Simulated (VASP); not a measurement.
Write the native input for VASP 6.6.1 that does the following.

| Property | Result |
| --- | --- |
| Task | single point |
| Functional | HSE06 |
| Potentials or basis | VASP PAW PBE potentials, release 64 (Pb_d, Te) |
| Cutoff | 520 eV |
| k mesh | 4 × 4 × 4 |
| Occupations | gaussian, width 0.01 eV |
| Spin | no spin polarisation |
| Dipole correction | no |
| Grid for exact exchange (PRECFOCK) | Normal |
| Further INCAR settings | ALGO = Normal; EDIFF = 1e-06; NBANDS = 17 |
| Screening parameter | 0.2079 1/Å |

The system is TePb.

```
CELL_PARAMETERS angstrom
0.00000 3.26784 3.26784
3.26784 0.00000 3.26784
3.26784 3.26784 0.00000
ATOMIC_POSITIONS crystal
Pb 0.00000 0.00000 0.00000
Te 0.50000 0.50000 0.50000
```

These files were run (other wordings do the same):

POSCAR

```
TePb
1.0
    0.0000000000      3.2678368466      3.2678368466
    3.2678368466      0.0000000000      3.2678368466
    3.2678368466      3.2678368466      0.0000000000
Pb Te
1 1
Direct
    0.0000000000      0.0000000000      0.0000000000
    0.5000000000      0.5000000000      0.5000000000
```

INCAR.step1

```
PREC     = Accurate       # precision mode
ENCUT    = 520            # plane-wave cutoff, eV
EDIFF    = 1E-5           # SCF threshold, eV
ISMEAR   = 0              # smearing method
SIGMA    = 0.01           # smearing width, eV
LREAL    = False          # projectors in reciprocal space
LASPH    = True           # aspherical terms in the spheres
NELM     = 60             # most SCF steps
ALGO     = Normal         # electronic algorithm
ISIF     = 2              # what is computed and relaxed
LWAVE    = True           # write WAVECAR
LCHARG   = False          # write CHGCAR
NBANDS   = 17             # bands
GGA      = PE             # functional
```

INCAR.step2

```
PREC     = Accurate       # precision mode
ENCUT    = 520            # plane-wave cutoff, eV
EDIFF    = 1E-6           # SCF threshold, eV
ISMEAR   = 0              # smearing method
SIGMA    = 0.01           # smearing width, eV
LREAL    = False          # projectors in reciprocal space
LASPH    = True           # aspherical terms in the spheres
NELM     = 60             # most SCF steps
ALGO     = Normal         # electronic algorithm
ISIF     = 2              # what is computed and relaxed
LWAVE    = False          # write WAVECAR
LCHARG   = False          # write CHGCAR
GGA      = PE             # functional
LHFCALC  = True           # exact exchange
HFSCREEN = 0.2079         # screening, 1/A
PRECFOCK = Normal       
NBANDS   = 17             # bands
ISTART   = 1
```

KPOINTS

```
regular mesh
0
Gamma
  4 4 4
```

Potentials or basis: VASP PAW PBE potentials, release 64 (Pb_d, Te).

The run is started by

```bash
$ cat potpaw_PBE.64/Pb_d/POTCAR potpaw_PBE.64/Te/POTCAR > POTCAR
$ cp INCAR.step1 INCAR
$ mpirun -np 1 vasp_std > vasp.out
$ cp INCAR.step2 INCAR
$ mpirun -np 1 vasp_std > vasp.out
```

Results of the run:

```json
{"Pressure": "-0.5 GPa", "Band gap on the k mesh": "1.17 eV, direct"}
```

Caveat: the PAW data sets were made with another functional, which shifts forces and pressure a little; spin-orbit coupling is left out, which moves the levels of the heavy elements.

It took 9.2 min on 1 thread of AMD EPYC 9R45 96-Core Processor (Zen 5), with other jobs on the host, peak memory 0.29 GiB.
